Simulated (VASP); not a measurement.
## Si (a cell with a defect): single point with PBE

The system is Si (a cell with a defect).

```xyz
63
Lattice="10.8600 0.0000 0.0000 0.0000 10.8600 0.0000 0.0000 0.0000 10.8600" Properties=species:S:1:pos:R:3 pbc="T T T"
Si    5.4313    0.0047    0.0017
Si    6.7892    1.3653    1.3509
Si    8.1448    2.7205    0.0003
Si    9.4998    4.0751    1.3520
Si    8.1232    0.0218    2.7320
Si    9.5074    1.3582    4.0710
Si    0.0006    0.0039    0.0007
Si    1.3500    1.3452    1.3670
Si    2.7153    2.7189    0.0012
Si    4.0797    4.0940    1.3665
Si    5.4290    5.4354    0.0002
Si    6.7693    6.7851    1.3671
Si    8.1452    8.1496    0.0034
Si    9.5205    9.5147    1.3682
Si    2.7163    0.0045    2.7172
Si    4.0651    1.3642    4.0765
Si    5.4450    2.6980    2.7325
Si    6.7837    4.0813    4.0701
Si    8.1665    5.4202    2.7321
Si    9.5011    6.7992    4.0759
Si    5.4475    0.0218    5.4089
Si    6.7889    1.3616    6.7882
Si    9.5042    4.0779    6.7910
Si    8.1684    0.0214    8.1294
Si    9.5015    1.3633    9.5117
Si   -0.0002    5.4327    0.0016
Si    1.3587    6.7924    1.3570
Si    2.7155    8.1499    0.0024
Si    4.0719    9.5062    1.3580
Si   -0.0155    2.7425    2.7329
Si    1.3646    4.0762    4.0768
Si    2.7142    5.4347    2.7171
Si    4.0792    6.7839    4.0595
Si    5.4289    8.1502    2.7185
Si    6.7896    9.5004    4.0753
Si   -0.0146    0.0201    5.4539
Si    1.3660    1.3635    6.7880
Si    2.7151    2.7203    5.4324
Si    4.0657    4.0748    6.7894
Si    5.4463    5.4180    5.4549
Si    6.7903    6.7998    6.7877
Si    8.1456    8.1501    5.4312
Si    9.5017    9.4991    6.7880
Si    2.7167    0.0050    8.1466
Si    4.0822    1.3462    9.4963
Si    5.4485    2.7399    8.1298
Si    6.7886    4.0767    9.5109
Si    8.1244    5.4186    8.1307
Si    9.5185    6.7841    9.4983
Si    0.0012    8.1476    2.7173
Si    1.3510    9.5140    4.0577
Si   -0.0166    5.4187    5.4103
Si    1.3484    6.7847    6.8063
Si    2.7151    8.1496    5.4334
Si    4.0826    9.5152    6.8052
Si   -0.0158    2.6973    8.1307
Si    1.3503    4.0928    9.4955
Si    2.7156    5.4353    8.1468
Si    4.0709    6.7950    9.5052
Si    5.4318    8.1491    8.1470
Si    6.7733    9.5152    9.4962
Si   -0.0003    8.1502    8.1486
Si    1.3606    9.5059    9.5057
```

```yaml
Program: VASP 6.6.1
Task: single point
Functional: PBE
Potentials_or_basis: VASP PAW PBE potentials, release 64 (Si)
Cutoff: 520 eV
k_mesh: 1 × 1 × 1
Occupations: gaussian, width 0.05 eV
Spin: no spin polarisation
Dipole_correction: no
Charge: 2
Further_INCAR_settings: LREAL = Auto; ALGO = Normal; EDIFF = 1e-07; NBANDS = 163; NELECT = 250.0
```

```json
{"Largest force": "0.012 eV/Å"}
```

Forces in eV/Å, atoms in the order of the input:
```
Si   0.003  0.000  0.006
Si  -0.001 -0.007  0.003
Si   0.000  0.001  0.003
Si   0.008  0.003  0.002
Si   0.001 -0.004 -0.001
Si  -0.005 -0.003 -0.003
Si   0.001  0.008  0.007
Si  -0.003  0.001  0.002
Si   0.001  0.008  0.004
Si   0.001 -0.001  0.000
Si   0.002 -0.002  0.005
Si   0.001 -0.003  0.002
Si   0.001  0.008  0.000
Si  -0.005 -0.001 -0.002
Si   0.000  0.007 -0.001
Si  -0.003 -0.001 -0.003
Si   0.005  0.000 -0.004
Si  -0.004  0.001 -0.002
Si   0.000 -0.010 -0.001
Si  -0.001  0.005 -0.002
Si   0.000 -0.001  0.003
Si  -0.003 -0.008  0.007
Si   0.004  0.002  0.002
Si  -0.005 -0.003  0.001
Si   0.000  0.002  0.001
Si   0.002  0.007  0.010
Si   0.001 -0.004  0.000
Si  -0.001  0.002  0.002
Si   0.001 -0.005 -0.001
Si  -0.002 -0.004 -0.002
Si   0.004 -0.001 -0.005
Si  -0.001  0.001  0.001
Si   0.007 -0.003 -0.003
Si   0.003  0.002 -0.003
Si  -0.001 -0.001 -0.006
Si   0.001 -0.008  0.002
Si  -0.002 -0.003  0.002
Si   0.002  0.003  0.002
Si   0.003  0.002 -0.006
Si  -0.002  0.003  0.001
Si  -0.001 -0.004 -0.001
Si  -0.001  0.004  0.003
Si   0.006  0.006 -0.003
Si  -0.003 -0.001  0.000
Si  -0.002 -0.006 -0.004
Si  -0.003  0.010 -0.001
Si   0.003 -0.004 -0.001
Si  -0.004  0.000 -0.004
Si   0.006 -0.002 -0.007
Si   0.000  0.009  0.001
Si  -0.003  0.001  0.003
Si  -0.002 -0.006  0.002
Si   0.004 -0.005  0.003
Si   0.001  0.005 -0.002
Si  -0.002  0.001  0.005
Si   0.002 -0.003 -0.004
Si  -0.002  0.001  0.003
Si   0.000  0.000 -0.001
Si  -0.001 -0.005 -0.002
Si   0.001  0.007 -0.001
Si  -0.004  0.002 -0.001
Si   0.001  0.003 -0.002
Si  -0.005 -0.003 -0.007
```

Levels at points of the mesh, in eV from the Fermi level:
| k point | band 121 | band 122 | band 123 | band 124 | band 125 | band 126 | band 127 | band 128 | band 129 | band 130 |
| --- | --- | --- | --- | --- | --- | --- | --- | --- | --- | --- |
| (0.00, 0.00, 0.00) | -1.12 | -1.12 | -0.24 | -0.24 | -0.24 | 0.66 | 0.66 | 0.66 | 0.86 | 0.86 |

Wall time 3.8 min on 1 thread of AMD EPYC 9R45 96-Core Processor (Zen 5) (shared host), peak memory 0.97 GiB.

Caveat: the k points lie up to 0.58 Å⁻¹ apart; the cell carries a net charge on a neutralising background, which shifts energy and pressure; the cell is charged against a uniform background, so pressure and absolute levels hang on convention.
